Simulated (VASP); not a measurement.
Wanted: the native input for a VASP 6.6.1 run.

```
Task                   : single point
Functional             : PBE
Potentials or basis    : VASP PAW PBE potentials, release 64 (Zn, S)
Cutoff                 : 520 eV
k mesh                 : 10 × 10 × 10
Occupations            : gaussian, width 0.05 eV
Spin                   : no spin polarisation
Dipole correction      : no
Further INCAR settings : ALGO = Normal; EDIFF = 1e-06; NBANDS = 16
```

The structure of ZnS lies in POSCAR:

```
ZnS
1.0
    0.0000000000      2.7046500000      2.7046500000
    2.9413068750      0.0000000000      2.7046500000
    2.9413068750      2.7046500000      0.0000000000
Zn S
1 1
Direct
    0.0000000000      0.0000000000      0.0000000000
    0.7500000000      0.7500000000      0.7500000000
```

This cell differs from its parent crystal: strain +0.0875 x Voigt [1, 0, 0, 0, 0, 0].

One way to write it, as run:

INCAR

```
SYSTEM = ZnS
  PREC = Accurate
  ENCUT = 520
  EDIFF = 1E-6
  ISMEAR = 0
  SIGMA = 0.05
  LREAL = .False.
  LASPH = .True.
  NELM = 100
  ALGO = Normal
  ISIF = 2
  LWAVE = .False.
  LCHARG = .True.
  GGA = PE
  LELF = .True.
  LVHAR = .True.
  NBANDS = 16
```

KPOINTS

```
Automatic mesh
0
Gamma
  10 10 10
  0 0 0
```

Potentials or basis: VASP PAW PBE potentials, release 64 (Zn, S).

Run with:

```bash
$ cat potpaw_PBE.64/Zn/POTCAR potpaw_PBE.64/S/POTCAR > POTCAR
$ mpirun -np 1 vasp_std > vasp.out
```

Results of the run:

| Property | Result |
| --- | --- |
| Pressure | -3.9 GPa |
| Band gap on the k mesh | 1.61 eV, direct |

Caveat: the cell differs from its parent crystal (strain +0.0875 x Voigt [1, 0, 0, 0, 0, 0]).

Run time: 54 s on 1 thread of Intel(R) Xeon(R) Platinum 8488C (Sapphire Rapids), on a shared host, peak memory 0.21 GiB.
